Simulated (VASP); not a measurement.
# Cr (R-3m) in VASP: further runs, part 2 of 2

VASP 6.6.1.

**3. Electric field gradients, LDA, collinear spin, ferromagnetic start (equal xy, yz and zx shear strains of +3 %)**

INCAR reads:

```
PREC     = Accurate       # precision mode
ENCUT    = 520            # plane-wave cutoff, eV
EDIFF    = 1E-8           # SCF threshold, eV
ISMEAR   = -1             # smearing method
SIGMA    = 0.08           # smearing width, eV
LREAL    = False          # projectors in reciprocal space
LASPH    = True           # aspherical terms in the spheres
NELM     = 150            # most SCF steps
ALGO     = Normal         # electronic algorithm
ISIF     = 2              # what is computed and relaxed
LWAVE    = False          # write WAVECAR
LCHARG   = False          # write CHGCAR
ISPIN    = 2              # spin polarisation
MAGMOM   = 3              # initial moments
LORBIT   = 11             # projections on sites
LMAXMIX  = 4              # l up to which the mixer works
LEFG     = True         
NBANDS   = 16             # bands
```

KPOINTS reads:

```
regular mesh
0
Gamma
  18 18 18
```

POSCAR reads:

```
Cr
1.0
   -1.3986915000      1.4419500000      1.4419500000
    1.4419500000     -1.3986915000      1.4419500000
    1.4419500000      1.4419500000     -1.3986915000
Cr
1
Direct
    0.0000000000      0.0000000000      0.0000000000
```

Potentials or basis: VASP PAW LDA potentials, release 64 (Cr_pv).

Command:

```
$ cat potpaw_LDA.64/Cr_pv/POTCAR > POTCAR
$ mpirun -np 1 vasp_std > vasp.out
```

OUTCAR:

```text
PREC = Accurate
   ENCUT = 520
   EDIFF = 1E-8
   ISMEAR = -1
   LREAL = False
   LASPH = True
   NELM = 150
   ISIF = 2
   ISPIN = 2
   LORBIT = 11

 ion  position               nearest neighbor table
   1  0.000  0.000  0.000-

  LATTYP: Found a trigonal (rhomboedric) cell.
 ALAT       =     2.4728076183
 COS(alpha) =    -0.3196300452

  Lattice vectors:

 A1 = (  -1.3986915000,   1.4419500000,   1.4419500000)
 A2 = (   1.4419500000,  -1.3986915000,   1.4419500000)
 A3 = (   1.4419500000,   1.4419500000,  -1.3986915000)

Analysis of symmetry for initial positions (statically):
=====================================================================
 Subroutine PRICEL returns:
 Original cell was already a primitive cell.

 Routine SETGRP: Setting up the symmetry group for a
 trigonal (rhombohedral) supercell.

 Subroutine GETGRP returns: Found 12 space group operations
 (whereof 12 operations were pure point group operations)
 out of a pool of 12 trial point group operations.

The static configuration has the point symmetry D_3d.

Analysis of symmetry for dynamics (positions and initial velocities):
=====================================================================
 Subroutine PRICEL returns:
 Original cell was already a primitive cell.

 Routine SETGRP: Setting up the symmetry group for a
 trigonal (rhombohedral) supercell.

 Subroutine GETGRP returns: Found 12 space group operations
 (whereof 12 operations were pure point group operations)
 out of a pool of 12 trial point group operations.

The dynamic configuration has the point symmetry D_3d.
[... 633 lines left out ...]
      3     -32.0873      1.00000
      4       2.6155      1.00000
      5       9.2097      1.00000
      6       9.2097      1.00000
[... 435 lines left out ...]
      5       8.7674      1.00000
      6       9.0811      1.00000
[... 8 lines left out ...]
     15      38.6400      0.00000
     16      39.1954      0.00000

 [... further k-points ...]

------------------------ aborting loop because EDIFF is reached ----------------------------------------

  FORCE on cell =-STRESS in cart. coord.  units (eV):
  Direction    XX          YY          ZZ          XY          YZ          ZX
  --------------------------------------------------------------------------------------
  -------------------------------------------------------------------------------------
  Total       -1.8002869     -1.8002869     -1.8002869     -0.1547390     -0.1547390     -0.1547390
  in kB     -240.6755749   -240.6755749   -240.6755749    -20.6866440    -20.6866440    -20.6866440
  external PRESSURE =    -240.6755749 kB  Pullay stress =       0.0000000 kB

 VOLUME and BASIS-vectors are now :
 -----------------------------------------------------------------------------
  energy-cutoff  :      520.00
  volume of cell :       11.98
      direct lattice vectors                 reciprocal lattice vectors
    -1.398691500  1.441950000  1.441950000    -0.010253393  0.341779766  0.341779766
     1.441950000 -1.398691500  1.441950000     0.341779766 -0.010253393  0.341779766
     1.441950000  1.441950000 -1.398691500     0.341779766  0.341779766 -0.010253393

 POSITION                                       TOTAL-FORCE (eV/Angst)
 -----------------------------------------------------------------------------------
      0.00000      0.00000      0.00000         0.000000     -0.000000     -0.000000
 -----------------------------------------------------------------------------------
    total drift:                                0.000000     -0.000000      0.000000

  FREE ENERGIE OF THE ION-ELECTRON SYSTEM (eV)
  ---------------------------------------------------
  free  energy   TOTEN  =       -10.5337811396 eV

  energy  without entropy=      -10.5155865338  energy(sigma->0) =      -10.52468384

 Electric field gradients (V/A^2)
---------------------------------------------------------------------
 ion       V_xx      V_yy      V_zz      V_xy      V_xz      V_yz
---------------------------------------------------------------------
   1      -0.000    -0.000     0.000    -0.132    -0.132    -0.132
---------------------------------------------------------------------

 Electric field gradients after diagonalization (V/A^2)
 (convention: |V_zz| > |V_xx| > |V_yy|)
----------------------------------------------------------------------
 ion       V_xx      V_yy      V_zz     asymmetry (V_yy - V_xx)/ V_zz
----------------------------------------------------------------------
   1       0.132     0.132    -0.265       0.000
----------------------------------------------------------------------

           NMR quadrupolar parameters

 Cq : quadrupolar parameter    Cq=e*Q*V_zz/h
 eta: asymmetry parameters     (V_yy - V_xx)/ V_zz
 Q  : nuclear electric quadrupole moment in mb (millibarn)
----------------------------------------------------------------------
 ion       Cq(MHz)       eta       Q (mb)
----------------------------------------------------------------------
   1      -0.001       0.000       1.000
----------------------------------------------------------------------

 total charge

# of ion       s       p       d       tot
------------------------------------------
    1        0.415   6.376   4.197  10.988

 magnetization (x)

# of ion       s       p       d       tot
------------------------------------------
    1        0.000   0.000  -0.000  -0.000
```

stdout:

```text
POSCAR found type information on POSCAR Cr
 POSCAR found :  1 types and       1 ions
 scaLAPACK will be used
 LDA part: xc-table for (Slater(with rela. corr.)+CA(PZ))
 , standard interpolation
 POSCAR, INCAR and KPOINTS ok, starting setup
 FFT: planning ... GRIDC
 FFT: planning ... GRID_SOFT
 FFT: planning ... GRID
 WAVECAR not read
 entering main loop
ion   1
```

Wall time 1.7 min (1 thread of Intel Xeon 6975P-C (Granite Rapids), shared host); peak memory 0.25 GiB.

What came out:

| Item | Value |
| --- | --- |
| Free energy | -10.5338 eV |
| Pressure | -24.1 GPa |
| Band gap on the k mesh | zero (filled and empty bands overlap) |
| Net moment | 0.00 μB per cell |
| Largest electric field gradient by atom | Cr -0.27 V/Å² |
| Valence electrons inside the program's atomic spheres | Cr 10.99 |

Stress tensor (GPa, compression positive):
```
-24.07  -2.07  -2.07
 -2.07 -24.07  -2.07
 -2.07  -2.07 -24.07
```

Levels at points of the mesh, in eV from the Fermi level:
Spin up:
```tsv
k point	band 3	band 4	band 5	band 6	band 7	band 8	band 9	band 10
(0.00, 0.00, 0.00)	-42.37	-7.66	-1.07	-1.07	-0.56	1.05	1.05	5.31
(0.50, 0.00, 0.00)	-42.38	-4.26	-2.41	0.85	1.12	1.43	2.60	5.31
(0.50, 0.50, 0.00)	-42.40	-4.27	-2.31	0.97	1.23	1.39	2.80	5.31
(0.50, 0.50, 0.50)	-42.90	-4.14	-4.14	2.02	2.48	2.48	5.31	10.15
```
Spin down:
```csv
k point,band 2,band 3,band 4,band 5,band 6,band 7,band 8,band 9,band 10,band 11
"(0.00, 0.00, 0.00)",-42.37,-42.37,-7.66,-1.07,-1.07,-0.56,1.05,1.05,5.31,21.66
"(0.50, 0.00, 0.00)",-42.62,-42.38,-4.26,-2.41,0.85,1.12,1.43,2.60,5.31,9.21
"(0.50, 0.50, 0.00)",-42.70,-42.40,-4.27,-2.31,0.97,1.23,1.39,2.80,5.31,9.80
"(0.50, 0.50, 0.50)",-43.01,-42.90,-4.14,-4.14,2.02,2.48,2.48,5.31,10.15,10.36
```

Caveat: the cell differs from its parent crystal (equal xy, yz and zx shear strains of +3 %); the cell stands under tension; without QUAD_EFG the Cq values of the log hold for a quadrupole moment of 1 mb, not for the nuclei.
